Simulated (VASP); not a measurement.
Here is a VASP 6.6.1 calculation.

File INCAR:

```
ALGO = Normal
EDIFF = 1E-6
ENCUT = 520
GGA = PE
ISIF = 2
ISMEAR = 0
LASPH = T
LCHARG = F
LREAL = F
LWAVE = F
NBANDS = 26
NELM = 80
PREC = Accurate
SIGMA = 0.01
```

KPOINTS

```
k-points
0
Gamma
  6 6 4
```

Contents of POSCAR:

```
CdSe
1.0
    4.4693500513      0.0000000000      0.0000000000
   -2.2346750256      3.8705706828      0.0000000000
    0.0000000000      0.0000000000      7.2938469242
Cd Se
2 2
Direct
    0.3333333333      0.6666666667      0.0045810698
    0.6666666667      0.3333333333      0.5045810698
    0.3333333333      0.6666666667      0.3804189302
    0.6666666667      0.3333333333      0.8804189302
```

Potentials or basis: VASP PAW PBE potentials, release 64 (Cd, Se).

The run is started by

```bash
$ cat potpaw_PBE.64/Cd/POTCAR potpaw_PBE.64/Se/POTCAR > POTCAR
$ mpirun -np 1 vasp_std > vasp.out
```

Predict the pressure.

-2.1 GPa.

What does it give for the band gap on the k mesh?

0.41 eV.

A hybrid or GW would open this gap; PBE tends to underestimate it.
